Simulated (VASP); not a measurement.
# PbSe (F-43m) in VASP: further runs, part 2 of 2

VASP 6.6.1. Earlier steps stand in the parts before.

### Step 4. Single point, PBE

This run uses another cell than the first one: it holds 8 atoms, not 2.

The input, INCAR:

```
SYSTEM = PbSe
PREC = Accurate
ENCUT = 520
EDIFF = 1E-6
ISMEAR = 0
SIGMA = 0.1
LREAL = .False.
LASPH = .True.
NELM = 100
ALGO = Normal
ISIF = 2
LWAVE = .False.
LCHARG = .True.
GGA = PE
LELF = .True.
LVHAR = .True.
NBANDS = 50
```

The input, KPOINTS:

```
regular mesh
0
Gamma
  4 2 2
  0 0 0
```

The input, POSCAR:

```
PbSe
1.0
   -3.4515484870      0.0000000000     -3.4515484870
   -3.4515484870     -6.9030969741      3.4515484870
   -3.4515484870      6.9030969741      3.4515484870
Pb Se
4 4
Direct
    0.5000000000      0.6250000000      0.3750000000
    0.0000000000      0.1250000000      0.3750000000
    0.0000000000      0.6250000000      0.8750000000
    0.5000000000      0.1250000000      0.8750000000
    0.5000000000      1.0000000000      0.5000000000
    0.0000000000      0.5000000000      0.5000000000
    1.0000000000      1.0000000000      0.0000000000
    0.5000000000      0.5000000000      1.0000000000
```

Potentials or basis: VASP PAW PBE potentials, release 64 (Pb_d, Se).

Started as:

```bash
cat potpaw_PBE.64/Pb_d/POTCAR potpaw_PBE.64/Se/POTCAR > POTCAR
mpirun -np 1 vasp_std > vasp.out
```

OUTCAR:

```text
SYSTEM = PbSe
   PREC = Accurate
   ENCUT = 520
   EDIFF = 1E-6
   ISMEAR = 0
   LREAL = .False.
   LASPH = .True.
   NELM = 100
   ISIF = 2
   GGA = PE

 ion  position               nearest neighbor table
   1  0.500  0.625  0.375-   5 2.99   6 2.99   8 2.99   6 2.99
   2  0.000  0.125  0.375-   5 2.99   6 2.99   7 2.99   5 2.99
   3  0.000  0.625  0.875-   6 2.99   7 2.99   8 2.99   8 2.99
   4  0.500  0.125  0.875-   5 2.99   7 2.99   8 2.99   7 2.99
   5  0.500  0.000  0.500-   1 2.99   2 2.99   4 2.99   2 2.99
   6  0.000  0.500  0.500-   1 2.99   2 2.99   3 2.99   1 2.99
   7  0.000  0.000  0.000-   2 2.99   3 2.99   4 2.99   4 2.99
   8  0.500  0.500  0.000-   1 2.99   3 2.99   4 2.99   3 2.99

  LATTYP: Found a base centered orthorhombic cell.
 ALAT       =     9.7624533630
 B/A-ratio  =     1.4142135624
 C/A-ratio  =     0.5000000000

  Lattice vectors:

 A1 = (  -3.4515484870,  -6.9030969741,   3.4515484870)
 A2 = (  -3.4515484870,   6.9030969741,   3.4515484870)
 A3 = (  -3.4515484870,   0.0000000000,  -3.4515484870)

Analysis of symmetry for initial positions (statically):
=====================================================================
 Subroutine PRICEL returns following result:

  LATTYP: Found a face centered cubic cell.
 ALAT       =     6.9030969741

  Lattice vectors:

 A1 = (   0.0000000000,  -3.4515484871,   3.4515484870)
 A2 = (  -3.4515484870,  -0.0000000000,   3.4515484870)
 A3 = (  -3.4515484870,  -3.4515484871,   0.0000000000)

   4 primitive cells build up your supercell.

 Routine SETGRP: Setting up the symmetry group for a
 base centered orthorhombic supercell.

 Subroutine GETGRP returns: Found  4 space group operations
 (whereof  4 operations were pure point group operations)
 out of a pool of  8 trial point group operations.

The static configuration has the point symmetry C_2v.

Analysis of symmetry for dynamics (positions and initial velocities):
=====================================================================
 Subroutine PRICEL returns following result:

  LATTYP: Found a face centered cubic cell.
 ALAT       =     6.9030969741

  Lattice vectors:

 A1 = (   0.0000000000,  -3.4515484871,   3.4515484870)
 A2 = (  -3.4515484870,  -0.0000000000,   3.4515484870)
 A3 = (  -3.4515484870,  -3.4515484871,   0.0000000000)

   4 primitive cells build up your supercell.

 Routine SETGRP: Setting up the symmetry group for a
 base centered orthorhombic supercell.

 Subroutine GETGRP returns: Found  4 space group operations
 (whereof  4 operations were pure point group operations)
 out of a pool of  8 trial point group operations.

The dynamic configuration has the point symmetry C_2v.

 Subroutine INISYM returns: Found  4 space group operations
 (whereof  4 operations are pure point group operations),
 and found     4 'primitive' translations

----------------------------------------------------------------------------------------

                                     Primitive cell

  volume of cell :      82.2379

[... 44 lines left out ...]
            Coordinates               Weight
  0.000000  0.000000  0.000000      1.000000
  0.250000  0.000000  0.000000      2.000000
  0.500000  0.000000  0.000000      1.000000
  0.000000  0.500000 -0.000000      2.000000
  0.250000  0.500000 -0.000000      4.000000
  0.500000  0.500000 -0.000000      2.000000
  0.000000  0.500000  0.500000      1.000000
  0.250000  0.500000  0.500000      2.000000
  0.500000  0.500000  0.500000      1.000000
   k-points           NKPTS =      9   k-points in BZ     NKDIM =      9   number of bands    NBANDS=     50
   number of dos      NEDOS =    301   number of ions     NIONS =      8
   total plane-waves  NPLWV = 147456
   dimension x,y,z NGX =    36 NGY =   64 NGZ =   64
   dimension x,y,z NGXF=    72 NGYF=  128 NGZF=  128
   ions per type =               4   4
   NGX,Y,Z   is equivalent  to a cutoff of  12.26, 12.58, 12.58 a.u.
   NGXF,Y,Z  is equivalent  to a cutoff of  24.52, 25.17, 25.17 a.u.
 SYSTEM =  PbSe
   PREC   = accura    normal or accurate (medium, high low for compatibility)
   ISTART =      0    job   : 0-new  1-cont  2-samecut
   ICHARG =      2    charge: 1-file 2-atom 10-const
   ISPIN  =      1    spin polarized calculation?
   LNONCOLLINEAR =      F non collinear calculations
   LSORBIT =      F    spin-orbit coupling
   LASPH  =      T    aspherical Exc in radial PAW
   ENCUT  =  520.0 eV  38.22 Ry    6.18 a.u.   9.08 15.72 15.72*2*pi/ulx,y,z
   NELM   =    100;   NELMIN=  2; NELMDL= -5     # of ELM steps
   EDIFF  = 0.1E-05   stopping-criterion for ELM
   LREAL  =      F    real-space projection
   EDIFFG = 0.1E-04   stopping-criterion for IOM
   NSW    =      0    number of steps for IOM
   IBRION =     -1    ionic relax: 0-MD 1-quasi-New 2-CG
   NFREE  =      0    steps in history (QN), initial steepest desc. (CG)
   ISIF   =      2    stress and relaxation
   ISYM   =      2    0-nonsym 1-usesym 2-fastsym
   POTIM  = 0.5000    time-step for ionic-motion
   TEBEG  =    0.0;   TEEND  =   0.0 temperature during run
   PSTRESS=    0.0 pullay stress
   NELECT =      80.0000    total number of electrons
   NUPDOWN=      -1.0000    fix difference up-down
   EMIN   =  10.00;   EMAX   =-10.00  energy-range for DOS
   EFERMI =   0.00;   METHOD = LEGACY
   ISMEAR =     0;   SIGMA  =   0.10  broadening in eV -4-tet -1-fermi 0-gaus
   EFERMI_NEDOS =   21; number of points for ismear=-14 and -15
   IALGO  =     38    algorithm
   IMIX   =      4    mixing-type and parameters
     AMIX     =   0.40;   BMIX     =  1.00
     AMIX_MAG =   1.60;   BMIX_MAG =  1.00
  volume/ion in A,a.u.               =      41.12       277.48
  Fermi-wavevector in a.u.,A,eV,Ry     =   1.021867  1.931048 14.207357  1.044211
  Thomas-Fermi vector in A             =   2.155515
   LORBIT       =      0    0 simple, 1 ext, 2 COOP (PROOUT), +10 PAW based schemes
   GGA     = PE    functional components
   LHFCALC =     F    Hartree Fock is set to
   AEXX    =    0.0000 exact exchange contribution
   IVDW    =     0    specifies the selected vdW correction
   LEPSILON=     F    determine dielectric tensor
   LRPA    =     F    only Hartree local field effects (RPA)
 non-spin polarized calculation
 Gauss-broadening in eV      SIGMA  =   0.10
  energy-cutoff  :      520.00
  volume of cell :      328.95
 maximum number of plane-waves:      8876
   NGX = 19   NGY = 31   NGZ = 31

 number of electron      80.0000008 magnetization

 Free energy of the ion-electron system (eV)
  ---------------------------------------------------
  ext. energy  EPLUGINS =         0.00000000
  ---------------------------------------------------
  free energy    TOTEN  =       -31.35942979 eV

  energy without entropy =      -31.35942960  energy(sigma->0) =      -31.35942969

 E-fermi :   2.4748     XC(G=0):  -7.6324

 val. band max:        2.1397454096   @ k =   0.5000   0.0000   0.0000
 cond. band min:       2.8155939822   @ k =   0.5000   0.5000   0.5000
 fundamental gap:      0.6758485726
 Fermi energy:         2.4748392850

 k-point     1 :       0.0000    0.0000    0.0000
  band No.  band energies     occupation
      1     -14.6918      2.00000
      2     -14.6751      2.00000
      3     -14.6751      2.00000
      4     -14.6534      2.00000
      5     -14.6530      2.00000
      6     -14.6527      2.00000
[... 466 lines left out ...]
     49       6.8978      0.00000
     50       6.8981      0.00000

------------------------ aborting loop because EDIFF is reached ----------------------------------------

  FORCE on cell =-STRESS in cart. coord.  units (eV):
  Direction    XX          YY          ZZ          XY          YZ          ZX
  --------------------------------------------------------------------------------------
  -------------------------------------------------------------------------------------
  Total       -0.1420313     -0.0982542     -0.1420313     -0.0000000      0.0000000      0.0321537
  in kB       -0.6917714     -0.4785525     -0.6917714     -0.0000000      0.0000000      0.1566062
  external PRESSURE =      -0.6206984 kB  Pullay stress =       0.0000000 kB

 VOLUME and BASIS-vectors are now :
 -----------------------------------------------------------------------------
  energy-cutoff  :      520.00
  volume of cell :      328.95
      direct lattice vectors                 reciprocal lattice vectors
    -3.451548487  0.000000000 -3.451548487    -0.144862517  0.000000000 -0.144862517
    -3.451548487 -6.903096974  3.451548487    -0.072431258 -0.072431258  0.072431258
    -3.451548487  6.903096974  3.451548487    -0.072431258  0.072431258  0.072431258

 POSITION                                       TOTAL-FORCE (eV/Angst)
 -----------------------------------------------------------------------------------
     -5.17732     -1.72577      1.72577         0.000000     -0.001035      0.000000
     -1.72577      1.72577      1.72577         0.000000     -0.001035      0.000000
     -5.17732      1.72577      5.17732         0.000000     -0.001035      0.000000
     -5.17732      5.17732      1.72577         0.000000     -0.001035      0.000000
     -3.45155      3.45155      0.00000         0.000000      0.001035      0.000000
     -3.45155      0.00000      3.45155         0.000000      0.001035      0.000000
      0.00000      0.00000      0.00000         0.000000      0.001035      0.000000
     -3.45155     -3.45155      0.00000         0.000000      0.001035      0.000000
 -----------------------------------------------------------------------------------
    total drift:                               -0.000000     -0.000066      0.000000

  FREE ENERGIE OF THE ION-ELECTRON SYSTEM (eV)
  ---------------------------------------------------
  free  energy   TOTEN  =       -31.3594297889 eV

  energy  without entropy=      -31.3594296000  energy(sigma->0) =      -31.35942969
```

Wall time 2.6 min (1 thread of Intel Xeon Platinum 8259CL at 2.50GHz (Skylake/Cascade Lake), shared host); peak memory 0.44 GiB.

What came out:

```
Free energy            : -31.3594 eV
Pressure               : -0.1 GPa
Band gap on the k mesh : 0.68 eV
```

Caveat: spin-orbit coupling is left out, which moves the levels of the heavy elements. A k mesh can miss the band edges.

### Step 5. Summary

| task | cell | k mesh | cutoff (eV) | smearing | gap on the mesh (eV) | pressure (GPa) |
| --- | --- | --- | --- | --- | --- | --- |
| single point | a = 4.881 Å, angles 60.0°, 2 atoms | 8 × 8 × 8 | 520 | gaussian 0.02 eV | 0.68 | -0.1 |
| relaxation of cell and atoms | relaxed from a = 4.866 Å, angles 60.0°, 2 atoms | 8 × 8 × 8 | 600 | gaussian 0.02 eV | 0.68 | 0.0 |
| single point | a = 4.881, b = 8.455, c = 8.455 Å, angles 109.5, 90.0, 90.0°, 8 atoms | 4 × 2 × 2 | 520 | gaussian 0.1 eV | 0.68 | -0.1 |

Alike in all rows: level PBE; potentials or basis VASP PAW PBE potentials, release 64 (Pb_d, Se); no spin polarisation.

Caveats: spin-orbit coupling is left out, which moves the levels of the heavy elements.

Absolute energies hang on the potentials; compare differences alone.
